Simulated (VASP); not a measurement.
# Mg6O7 in VASP: single point with PBE

Aim: the single point of Mg6O7 with PBE.

Program: VASP 6.6.1. These are calculated values, not measurements. Logs are shortened: lines on timing, memory, paths and dates and some standing lists are left out, and cuts for length are marked.

## (1) The cell of the first run

The cell holds a slab with vacuum, 13 atoms: a = 3.008 Å, b = 3.008 Å, c = 29.736 Å, α = 90.00°, β = 90.00°, γ = 120.00°.

## (2) Single point, PBE

The input, INCAR:

```
  ALGO = Normal
  DIPOL = 0.5 0.5 0.500
  EDIFF = 1E-7
  ENCUT = 520
  GGA = PE
  IDIPOL = 3
  ISIF = 2
  ISMEAR = 0
  LASPH = T
  LCHARG = T
  LDIPOL = T
  LELF = T
  LREAL = F
  LVACPOTAV = T
  LVHAR = T
  LWAVE = F
  NBANDS = 39
  NELM = 100
  PREC = Accurate
  SIGMA = 0.05
```

The input, KPOINTS:

```
k-points
0
Gamma
  9 9 1
```

The input, POSCAR:

```
Mg6O7
1.0
    3.0079232190      0.0000000000      0.0000000000
   -1.5039616095      2.6049379203      0.0000000000
    0.0000000000      0.0000000000     29.7357541439
O Mg
7 6
Direct
    0.3333333333      0.6666666667      0.2522216172
    0.0000000000      0.0000000000      0.3348144115
    0.6666666667      0.3333333333      0.4174072057
    0.3333333333      0.6666666667      0.5000000000
    0.0000000000      0.0000000000      0.5825927943
    0.6666666667      0.3333333333      0.6651855885
    0.3333333333      0.6666666667      0.7477783828
    0.6666666667      0.3333333333      0.2935180144
    0.3333333333      0.6666666667      0.3761108086
    0.0000000000      0.0000000000      0.4587036029
    0.6666666667      0.3333333333      0.5412963971
    0.3333333333      0.6666666667      0.6238891914
    0.0000000000      0.0000000000      0.7064819856
```

Potentials or basis: VASP PAW PBE potentials, release 64 (O, Mg).

On the command line:

```console
$ cat potpaw_PBE.64/O/POTCAR potpaw_PBE.64/Mg/POTCAR > POTCAR
$ mpirun -np 1 vasp_std > vasp.out
```

OUTCAR:

```text
EDIFF = 1E-7
   ENCUT = 520
   GGA = PE
   ISIF = 2
   ISMEAR = 0
   LASPH = T
   LREAL = F
   NELM = 100
   PREC = Accurate

 ion  position               nearest neighbor table
   1  0.333  0.667  0.252-   8 2.13   8 2.13   8 2.13
   2  0.000  0.000  0.335-   8 2.13   9 2.13   8 2.13   9 2.13   8 2.13   9 2.13
   3  0.667  0.333  0.417-   9 2.13   9 2.13   9 2.13  10 2.13  10 2.13  10 2.13
   4  0.333  0.667  0.500-  10 2.13  11 2.13  11 2.13  10 2.13  10 2.13  11 2.13
   5  0.000  0.000  0.583-  12 2.13  12 2.13  12 2.13  11 2.13  11 2.13  11 2.13
   6  0.667  0.333  0.665-  13 2.13  12 2.13  12 2.13  13 2.13  13 2.13  12 2.13
   7  0.333  0.667  0.748-  13 2.13  13 2.13  13 2.13
   8  0.667  0.333  0.294-   2 2.13   2 2.13   2 2.13   1 2.13   1 2.13   1 2.13   9 3.01   9 3.01
                             9 3.01
   9  0.333  0.667  0.376-   3 2.13   2 2.13   3 2.13   2 2.13   2 2.13   3 2.13   8 3.01   8 3.01
                             8 3.01  10 3.01  10 3.01  10 3.01
  10  0.000  0.000  0.459-   4 2.13   4 2.13   4 2.13   3 2.13   3 2.13   3 2.13  11 3.01  11 3.01
                            11 3.01   9 3.01   9 3.01   9 3.01
  11  0.667  0.333  0.541-   4 2.13   4 2.13   4 2.13   5 2.13   5 2.13   5 2.13  10 3.01  10 3.01
                            10 3.01  12 3.01  12 3.01  12 3.01
  12  0.333  0.667  0.624-   5 2.13   6 2.13   6 2.13   5 2.13   5 2.13   6 2.13  13 3.01  13 3.01
                            13 3.01  11 3.01  11 3.01  11 3.01
  13  0.000  0.000  0.706-   6 2.13   6 2.13   6 2.13   7 2.13   7 2.13   7 2.13  12 3.01  12 3.01
                            12 3.01

  LATTYP: Found a hexagonal cell.
 ALAT       =     3.0079232190
 C/A-ratio  =     9.8858089050

  Lattice vectors:

 A1 = (   3.0079232190,   0.0000000000,   0.0000000000)
 A2 = (  -1.5039616095,   2.6049379203,   0.0000000000)
 A3 = (   0.0000000000,   0.0000000000,  29.7357541439)

Analysis of symmetry for initial positions (statically):
=====================================================================
 Subroutine PRICEL returns:
 Original cell was already a primitive cell.

 Routine SETGRP: Setting up the symmetry group for a
 hexagonal supercell.

 Subroutine GETGRP returns: Found 12 space group operations
 (whereof  6 operations were pure point group operations)
 out of a pool of 24 trial point group operations.

The static configuration has the point symmetry C_3v.
 The point group associated with its full space group is D_3d.

Analysis of symmetry for dynamics (positions and initial velocities):
=====================================================================
 Subroutine PRICEL returns:
 Original cell was already a primitive cell.

[... 139 lines left out ...]
  Fermi-wavevector in a.u.,A,eV,Ry     =   1.005600  1.900308 13.758625  1.011230
  Thomas-Fermi vector in A             =   2.138289
   LORBIT       =      0    0 simple, 1 ext, 2 COOP (PROOUT), +10 PAW based schemes
   GGA     = PE    functional components
   LHFCALC =     F    Hartree Fock is set to
   AEXX    =    0.0000 exact exchange contribution
   IVDW    =     0    specifies the selected vdW correction
   LEPSILON=     F    determine dielectric tensor
   LRPA    =     F    only Hartree local field effects (RPA)
 non-spin polarized calculation
 Gauss-broadening in eV      SIGMA  =   0.05
  energy-cutoff  :      520.00
  volume of cell :      232.99
 maximum number of plane-waves:      6351
 NGX is ok and might be reduce to    24
   NGX = 11   NGY = 11   NGZ =111

 number of electron      54.0000017 magnetization

 dipolmoment           0.000000      0.000000      0.000000 electrons x Angstroem

 Free energy of the ion-electron system (eV)
  ---------------------------------------------------
  ext. energy  EPLUGINS =         0.00000000
  ---------------------------------------------------
  free energy    TOTEN  =       -72.23776838 eV

  energy without entropy =      -72.21491194  energy(sigma->0) =      -72.22634016

 E-fermi :  -3.0197     XC(G=0):  -6.3566

 val. band max:       -3.0238162739   @ k =   0.2222   0.1111   0.0000
 cond. band min:      -2.9754713864   @ k =   0.3333  -0.0000   0.0000
 fundamental gap:      0.0483448875
 Fermi energy:        -3.0196612777

 k-point     1 :       0.0000    0.0000    0.0000
  band No.  band energies     occupation
      1     -20.5323      2.00000
      2     -20.3000      2.00000
      3     -20.0149      2.00000
      4     -19.7201      2.00000
      5     -19.4995      2.00000
      6     -18.6662      2.00000
[... 493 lines left out ...]
     38       8.3605      0.00000
     39       8.7077      0.00000

------------------------ aborting loop because EDIFF is reached ----------------------------------------

 vacuum level on the upper side and lower side of the slab       (xc-potential included)        -0.121        -0.121

  FORCE on cell =-STRESS in cart. coord.  units (eV):
  Direction    XX          YY          ZZ          XY          YZ          ZX
  --------------------------------------------------------------------------------------
  -------------------------------------------------------------------------------------
  Total       -1.3461012     -1.3461012     -2.1100880      0.0000000      0.0000000      0.0000000
  in kB       -9.2564662     -9.2564662    -14.5100216      0.0000000      0.0000000      0.0000000
  external PRESSURE =     -11.0076514 kB  Pullay stress =       0.0000000 kB

 VOLUME and BASIS-vectors are now :
 -----------------------------------------------------------------------------
  energy-cutoff  :      520.00
  volume of cell :      232.99
      direct lattice vectors                 reciprocal lattice vectors
     3.007923219  0.000000000  0.000000000     0.332455295  0.191943154  0.000000000
    -1.503961609  2.604937920  0.000000000     0.000000000  0.383886308  0.000000000
     0.000000000  0.000000000 29.735754144     0.000000000  0.000000000  0.033629549

 POSITION                                       TOTAL-FORCE (eV/Angst)
 -----------------------------------------------------------------------------------
     -0.00000      1.73663      7.50000         0.000000      0.000000      0.865319
      0.00000      0.00000      9.95596         0.000000     -0.000000      0.315139
      1.50396      0.86831     12.41192         0.000000     -0.000000      0.053179
     -0.00000      1.73663     14.86788         0.000000      0.000000      0.000000
      0.00000      0.00000     17.32384        -0.000000      0.000000     -0.053179
      1.50396      0.86831     19.77980        -0.000000      0.000000     -0.315139
     -0.00000      1.73663     22.23575        -0.000000     -0.000000     -0.865319
      1.50396      0.86831      8.72798        -0.000000      0.000000     -1.086679
     -0.00000      1.73663     11.18394         0.000000     -0.000000     -0.104885
      0.00000      0.00000     13.63990        -0.000000      0.000000     -0.020565
      1.50396      0.86831     16.09586         0.000000      0.000000      0.020565
     -0.00000      1.73663     18.55182        -0.000000      0.000000      0.104885
      0.00000      0.00000     21.00777         0.000000      0.000000      1.086679
 -----------------------------------------------------------------------------------
    total drift:                                0.000000     -0.000000     -0.000000

  FREE ENERGIE OF THE ION-ELECTRON SYSTEM (eV)
  ---------------------------------------------------
  free  energy   TOTEN  =       -72.2377683758 eV

  energy  without entropy=      -72.2149119351  energy(sigma->0) =      -72.22634016

 vacuum level on the upper side and lower side of the slab         6.903         6.903
```

OSZICAR:

```text
N       E                     dE             d eps       ncg     rms          rms(c)
DAV:   1     0.399582824083E+03    0.39958E+03   -0.24587E+04   944   0.118E+03
DAV:   2    -0.356811964530E+02   -0.43526E+03   -0.42437E+03  1260   0.282E+02
DAV:   3    -0.799316945952E+02   -0.44250E+02   -0.43427E+02  1106   0.951E+01
DAV:   4    -0.807878911632E+02   -0.85620E+00   -0.85343E+00  1240   0.151E+01
[... 29 lines left out ...]
DAV:  34    -0.722377668581E+02   -0.51300E-06   -0.20392E-07  1013   0.315E-03    0.336E-04
DAV:  35    -0.722377678069E+02   -0.94879E-06   -0.67016E-08   780   0.139E-03    0.126E-03
DAV:  36    -0.722377682152E+02   -0.40833E-06   -0.45172E-08   813   0.975E-04    0.107E-03
DAV:  37    -0.722377683696E+02   -0.15436E-06   -0.13731E-08   742   0.802E-04    0.682E-04
DAV:  38    -0.722377683758E+02   -0.61764E-08   -0.29704E-08   689   0.101E-03
   1 F= -.72237768E+02 E0= -.72226340E+02  d E =-.228564E-01
```

It took 3.6 min on 1 thread of Intel Xeon Platinum 8488C (Sapphire Rapids), shared host; peak memory 0.38 GiB.

What came out:

* Free energy: -72.2378 eV
* Largest force: 1.087 eV/Å
* Band gap on the k mesh: zero (band 27 reaches -2.61 eV, above the bottom of band 28 at -3.09 eV)
* Work function of the upper face: 9.92 eV
* Work function of the lower face: 9.92 eV

Forces in eV/Å, atoms in the order of the input:
```
O    0.000  0.000  0.865
O    0.000  0.000  0.315
O    0.000  0.000  0.053
O    0.000  0.000  0.000
O    0.000  0.000 -0.053
O    0.000  0.000 -0.315
O    0.000  0.000 -0.865
Mg   0.000  0.000 -1.087
Mg   0.000  0.000 -0.105
Mg   0.000  0.000 -0.021
Mg   0.000  0.000  0.021
Mg   0.000  0.000  0.105
Mg   0.000  0.000  1.087
```
